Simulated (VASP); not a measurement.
SiNi3, 4 atoms in the cell. It takes space group R-3m (No. 166, trigonal). Conventional cell: a = 2.533 Å, b = 2.533 Å, c = 22.517 Å, α = 90.00°, β = 90.00°, γ = 120.00°. Within 3.0 Å of Ni (site symmetry 3m) lie 3 Si at 2.30 Å and 9 Ni at 2.46 to 2.53 Å. Ni (site symmetry -3m) has 12 Ni at 2.46 to 2.53 Å within 3.3 Å. Within 3.0 Å of Si (site symmetry -3m) lie 6 Ni at 2.30 Å and 6 Si at 2.53 Å. 

* Program: VASP 6.6.1
* Task: single point
* Functional: PBEsol
* Potentials or basis: VASP PAW PBE potentials, release 64 (Ni, Si)
* Cutoff: 520 eV
* k mesh: 12 × 12 × 12
* Occupations: fermi-dirac, width 0.05 eV
* Spin: collinear spin, ferromagnetic start
* Starting moments: [1.0, 1.0, 1.0, 0.0] μB
* Dipole correction: no
* Further INCAR settings: ALGO = Fast; EDIFF = 1e-06; NBANDS = 29

Potentials or basis: VASP PAW PBE potentials, release 64 (Ni, Si).

Command:

```console
$ cat potpaw_PBE.64/Ni/POTCAR potpaw_PBE.64/Si/POTCAR > POTCAR
$ mpirun -np 1 vasp_std > vasp.out
```

Hardware: 1 thread of Intel(R) Xeon(R) Platinum 8488C (Sapphire Rapids), on a shared host.

Problem. How long does it take, and how much memory?

Solution. Run time: 86 min on 1 thread of Intel(R) Xeon(R) Platinum 8488C (Sapphire Rapids) (shared host), peak memory 0.84 GiB. Counts: scf iterations 25, k points 189.
